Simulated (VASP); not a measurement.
A run of VASP 6.6.1 is set up as follows.

Contents of POSCAR:

```
Al
1.0
   -1.5943685756      1.5943685756      1.5943685756
    1.5943685756     -1.5943685756      1.5943685756
    1.5943685756      1.5943685756     -1.5943685756
Al
1
Direct
    0.0000000000      0.0000000000      0.0000000000
```

The input INCAR.step1:

```
PREC = Accurate ; ENCUT = 520
ISMEAR = 0 ; SIGMA = 0.15
LREAL = F ; LASPH = T
NELM = 80 ; NBANDS = 8
GGA = PE ; ALGO = Normal
EDIFF = 1E-4 ; LWAVE = T
LCHARG = F
```

File INCAR.step2:

```
PREC = Accurate ; ENCUT = 520
EDIFF = 1E-6 ; ISMEAR = 0
SIGMA = 0.15 ; LREAL = F
LASPH = T ; NELM = 80
ALGO = Normal ; ISIF = 2
LWAVE = F ; LCHARG = F
METAGGA = R2SCAN ; LMIXTAU = T
NBANDS = 8 ; ISTART = 1
```

File KPOINTS:

```
regular mesh
0
Gamma
  26 26 26
```

Potentials or basis: VASP PAW PBE potentials, release 64 (Al).

Run with:

```bash
$ cat potpaw_PBE.64/Al/POTCAR > POTCAR
$ cp INCAR.step1 INCAR
$ mpirun -np 1 vasp_std > vasp.out
$ cp INCAR.step2 INCAR
$ mpirun -np 1 vasp_std > vasp.out
```

Question: Estimate the pressure.

Answer: -0.4 GPa.

Caveat: the PAW data sets were made with another functional, which shifts forces and pressure a little.
